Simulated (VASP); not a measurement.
# InSb3 (P4/mmm) in VASP: a series of runs, part 2 of 2

VASP 6.6.1. The steps go on from the part before.

### Step 4. Single point, PBE (volume 29.376 Å^3 an atom, c/a of the conventional cell 1.1996)

Contents of INCAR:

```
  ALGO = Normal
  EDIFF = 1E-6
  ENCUT = 520
  GGA = PE
  ISIF = 2
  ISMEAR = 0
  LASPH = True
  LCHARG = False
  LREAL = False
  LWAVE = False
  NBANDS = 22
  NELM = 80
  PREC = Accurate
  SIGMA = 0.15
```

Contents of KPOINTS:

```
k-points
0
Gamma
  10 10 10
```

Contents of POSCAR:

```
InSb3
1.0
    4.6096936551      0.0000000000      0.0000000000
    0.0000000000      4.6096936551      0.0000000000
    0.0000000000      0.0000000000      5.5297885087
In Sb
1 3
Direct
    0.0000000000      0.0000000000      0.0000000000
    0.5000000000      0.0000000000      0.5000000000
    0.0000000000      0.5000000000      0.5000000000
    0.5000000000      0.5000000000      0.0000000000
```

Potentials or basis: VASP PAW PBE potentials, release 64 (In_d, Sb).

Command:

```console
> cat potpaw_PBE.64/In_d/POTCAR potpaw_PBE.64/Sb/POTCAR > POTCAR
> mpirun -np 1 vasp_std > vasp.out
```

OUTCAR:

```text
EDIFF = 1E-6
   ENCUT = 520
   GGA = PE
   ISIF = 2
   ISMEAR = 0
   LASPH = True
   LREAL = False
   NELM = 80
   PREC = Accurate

 ion  position               nearest neighbor table
   1  0.000  0.000  0.000-   4 3.26   4 3.26   4 3.26   4 3.26   3 3.60   3 3.60   3 3.60   3 3.60
                             2 3.60   2 3.60   2 3.60   2 3.60
   2  0.500  0.000  0.500-   3 3.26   3 3.26   3 3.26   3 3.26   4 3.60   1 3.60   4 3.60   4 3.60
                             1 3.60   4 3.60   1 3.60   1 3.60
   3  0.000  0.500  0.500-   2 3.26   2 3.26   2 3.26   2 3.26   4 3.60   1 3.60   1 3.60   1 3.60
                             4 3.60   4 3.60   4 3.60   1 3.60
   4  0.500  0.500  0.000-   1 3.26   1 3.26   1 3.26   1 3.26   3 3.60   2 3.60   2 3.60   2 3.60
                             3 3.60   3 3.60   3 3.60   2 3.60

  LATTYP: Found a simple tetragonal cell.
 ALAT       =     4.6096936551
 C/A-ratio  =     1.1996000000

  Lattice vectors:

 A1 = (   4.6096936551,   0.0000000000,   0.0000000000)
 A2 = (   0.0000000000,   4.6096936551,   0.0000000000)
 A3 = (   0.0000000000,   0.0000000000,   5.5297885087)

Analysis of symmetry for initial positions (statically):
=====================================================================
 Subroutine PRICEL returns:
 Original cell was already a primitive cell.

 Routine SETGRP: Setting up the symmetry group for a
 simple tetragonal supercell.

 Subroutine GETGRP returns: Found 16 space group operations
 (whereof 16 operations were pure point group operations)
 out of a pool of 16 trial point group operations.

The static configuration has the point symmetry D_4h.

Analysis of symmetry for dynamics (positions and initial velocities):
=====================================================================
 Subroutine PRICEL returns:
 Original cell was already a primitive cell.

 Routine SETGRP: Setting up the symmetry group for a
 simple tetragonal supercell.

[... 126 lines left out ...]
   IMIX   =      4    mixing-type and parameters
     AMIX     =   0.40;   BMIX     =  1.00
     AMIX_MAG =   1.60;   BMIX_MAG =  1.00
  volume/ion in A,a.u.               =      29.38       198.24
  Fermi-wavevector in a.u.,A,eV,Ry     =   1.014947  1.917971 14.015594  1.030117
  Thomas-Fermi vector in A             =   2.148204
   LORBIT       =      0    0 simple, 1 ext, 2 COOP (PROOUT), +10 PAW based schemes
   GGA     = PE    functional components
   LHFCALC =     F    Hartree Fock is set to
   AEXX    =    0.0000 exact exchange contribution
   IVDW    =     0    specifies the selected vdW correction
   LEPSILON=     F    determine dielectric tensor
   LRPA    =     F    only Hartree local field effects (RPA)
 non-spin polarized calculation
 Gauss-broadening in eV      SIGMA  =   0.15
  energy-cutoff  :      520.00
  volume of cell :      117.50
 maximum number of plane-waves:      3189
 NGX is ok and might be reduce to    36
   NGX = 17   NGY = 17   NGZ = 21

 number of electron      27.9999994 magnetization

 Free energy of the ion-electron system (eV)
  ---------------------------------------------------
  ext. energy  EPLUGINS =         0.00000000
  ---------------------------------------------------
  free energy    TOTEN  =       -14.20475368 eV

  energy without entropy =      -14.18062680  energy(sigma->0) =      -14.19269024

 E-fermi :   7.0523     XC(G=0):  -9.8049

 val. band max:        7.0475312642   @ k =   0.3000   0.3000   0.0000
 cond. band min:       7.0564833195   @ k =   0.4000   0.0000   0.4000
 fundamental gap:      0.0089520553
 Fermi energy:         7.0523300028

 k-point     1 :       0.0000    0.0000    0.0000
  band No.  band energies     occupation
      1      -7.3709      2.00000
      2      -7.3309      2.00000
      3      -7.3309      2.00000
      4      -7.3240      2.00000
      5      -7.3235      2.00000
      6      -4.6608      2.00000
[... 589 lines left out ...]
     21      12.1425      0.00000
     22      12.3145      0.00000

 [... further k-points ...]

------------------------ aborting loop because EDIFF is reached ----------------------------------------

  FORCE on cell =-STRESS in cart. coord.  units (eV):
  Direction    XX          YY          ZZ          XY          YZ          ZX
  --------------------------------------------------------------------------------------
  -------------------------------------------------------------------------------------
  Total       -1.6117550     -1.6117550     -1.7759504      0.0000000      0.0000000      0.0000000
  in kB      -21.9764206    -21.9764206    -24.2152398      0.0000000      0.0000000      0.0000000
  external PRESSURE =     -22.7226936 kB  Pullay stress =       0.0000000 kB

 VOLUME and BASIS-vectors are now :
 -----------------------------------------------------------------------------
  energy-cutoff  :      520.00
  volume of cell :      117.50
      direct lattice vectors                 reciprocal lattice vectors
     4.609693655  0.000000000  0.000000000     0.216934155  0.000000000  0.000000000
     0.000000000  4.609693655  0.000000000     0.000000000  0.216934155  0.000000000
     0.000000000  0.000000000  5.529788509     0.000000000  0.000000000  0.180838742

 POSITION                                       TOTAL-FORCE (eV/Angst)
 -----------------------------------------------------------------------------------
      0.00000      0.00000      0.00000         0.000000      0.000000      0.000000
      2.30485      0.00000      2.76489         0.000000      0.000000      0.000000
      0.00000      2.30485      2.76489         0.000000      0.000000      0.000000
      2.30485      2.30485      0.00000         0.000000      0.000000      0.000000
 -----------------------------------------------------------------------------------
    total drift:                               -0.000000     -0.000000     -0.000000

  FREE ENERGIE OF THE ION-ELECTRON SYSTEM (eV)
  ---------------------------------------------------
  free  energy   TOTEN  =       -14.2047536808 eV

  energy  without entropy=      -14.1806268025  energy(sigma->0) =      -14.19269024
```

OSZICAR:

```text
N       E                     dE             d eps       ncg     rms          rms(c)
DAV:   1     0.185707802160E+03    0.18571E+03   -0.10919E+04  5544   0.116E+03
DAV:   2     0.168330885701E+01   -0.18402E+03   -0.17730E+03  6152   0.285E+02
DAV:   3    -0.137056975594E+02   -0.15389E+02   -0.14908E+02  6986   0.848E+01
DAV:   4    -0.142148819263E+02   -0.50918E+00   -0.50773E+00  6480   0.164E+01
DAV:   5    -0.142397690366E+02   -0.24887E-01   -0.24885E-01  8330   0.373E+00    0.320E+00
DAV:   6    -0.142125966102E+02    0.27172E-01   -0.50594E-02  7228   0.243E+00    0.178E+00
DAV:   7    -0.142048464299E+02    0.77502E-02   -0.27223E-02  7172   0.143E+00    0.192E-01
DAV:   8    -0.142047050307E+02    0.14140E-03   -0.18338E-03  6644   0.443E-01    0.762E-02
DAV:   9    -0.142047482435E+02   -0.43213E-04   -0.17642E-04  7462   0.124E-01    0.337E-02
DAV:  10    -0.142047532621E+02   -0.50186E-05   -0.13129E-05  7324   0.341E-02    0.148E-02
DAV:  11    -0.142047536808E+02   -0.41872E-06   -0.21007E-06  5752   0.103E-02
   1 F= -.14204754E+02 E0= -.14192690E+02  d E =-.241269E-01
```

Wall time 3.1 min (1 thread of Intel Xeon 6975P-C (Granite Rapids), shared host); peak memory 0.44 GiB.

What came out:

- Free energy: -14.2048 eV
- Pressure: -2.3 GPa
- Band gap on the k mesh: zero (band 14 reaches 8.88 eV, above the bottom of band 15 at 5.67 eV)

Stress tensor (GPa, compression positive):
```
-2.20  0.00  0.00
 0.00 -2.20  0.00
 0.00  0.00 -2.42
```

Caveat: spin-orbit coupling is left out, which moves the levels of the heavy elements.

### Step 5. Single point, PBE (volume 29.376 Å^3 an atom, c/a of the conventional cell 0.8857)

Contents of INCAR:

```
SYSTEM = InSb3
PREC = Accurate
ENCUT = 520
EDIFF = 1E-7
ISMEAR = 0
SIGMA = 0.15
LREAL = .FALSE.
LASPH = .TRUE.
NELM = 100
ALGO = Normal
ISIF = 2
LWAVE = .FALSE.
LCHARG = .TRUE.
GGA = PE
LELF = .TRUE.
LVHAR = .TRUE.
NBANDS = 22
```

Contents of KPOINTS:

```
Automatic mesh
0
G
  10 10 10
  0 0 0
```

Contents of POSCAR:

```
InSb3
1.0
    5.1002171669      0.0000000000      0.0000000000
    0.0000000000      5.1002171669      0.0000000000
    0.0000000000      0.0000000000      4.5172623448
In Sb
1 3
Direct
    0.0000000000      0.0000000000      0.0000000000
    0.5000000000      0.0000000000      0.5000000000
    0.0000000000      0.5000000000      0.5000000000
    0.5000000000      0.5000000000      0.0000000000
```

Command:

```console
> cat potpaw_PBE.64/In_d/POTCAR potpaw_PBE.64/Sb/POTCAR > POTCAR
> mpirun -np 1 vasp_std > vasp.out
```

It took 3.4 min on 1 thread of Intel Xeon 6975P-C (Granite Rapids), shared host; peak memory 0.44 GiB.

Results (log left out):

```
Free energy            : -14.2195 eV
Pressure               : -2.5 GPa
Band gap on the k mesh : zero (band 14 reaches 9.60 eV, above the bottom of band 15 at 6.05 eV)
```

Stress tensor (GPa, compression positive):
```
-2.38  0.00  0.00
 0.00 -2.38  0.00
 0.00  0.00 -2.70
```

Levels at points of the mesh, in eV from the Fermi level:
```csv
k point,band 11,band 12,band 13,band 14,band 15,band 16,band 17,band 18
"(0.00, 0.00, 0.00)",-3.40,-3.28,0.06,0.06,0.60,1.91,2.19,2.19
"(0.50, 0.00, 0.00)",-2.27,-2.13,-1.31,-0.50,-0.43,1.43,2.12,2.15
"(0.50, 0.50, 0.00)",-0.81,-0.81,-0.76,-0.55,-0.55,0.56,1.81,2.16
"(0.00, 0.00, 0.50)",-2.58,-1.90,-1.90,-1.41,-1.04,1.52,1.52,2.10
"(0.50, 0.00, 0.50)",-1.91,-1.85,-1.31,-1.15,-1.04,-0.94,1.00,3.27
"(0.50, 0.50, 0.50)",-4.64,-4.55,-4.45,2.51,2.58,3.38,3.38,3.88
```

Caveat: spin-orbit coupling is left out, which moves the levels of the heavy elements.

### Step 6. The runs side by side

```csv
cell,gap on the mesh (eV),pressure (GPa)
"a = 5.204, b = 5.204, c = 4.338 Å, 4 atoms",none,-2.7
"a = 4.998, b = 4.998, c = 4.704 Å, 4 atoms",none,-2.4
"a = 4.610, b = 4.610, c = 5.530 Å, 4 atoms",none,-2.3
"a = 5.100, b = 5.100, c = 4.517 Å, 4 atoms",none,-2.5
```

Alike in all rows: task single point; level PBE; potentials or basis VASP PAW PBE potentials, release 64 (In_d, Sb); no spin polarisation; k mesh 10 × 10 × 10; cutoff (eV) 520; smearing gaussian 0.15 eV.

Caveats: spin-orbit coupling is left out, which moves the levels of the heavy elements.

Absolute energies hang on the potentials; compare differences alone.
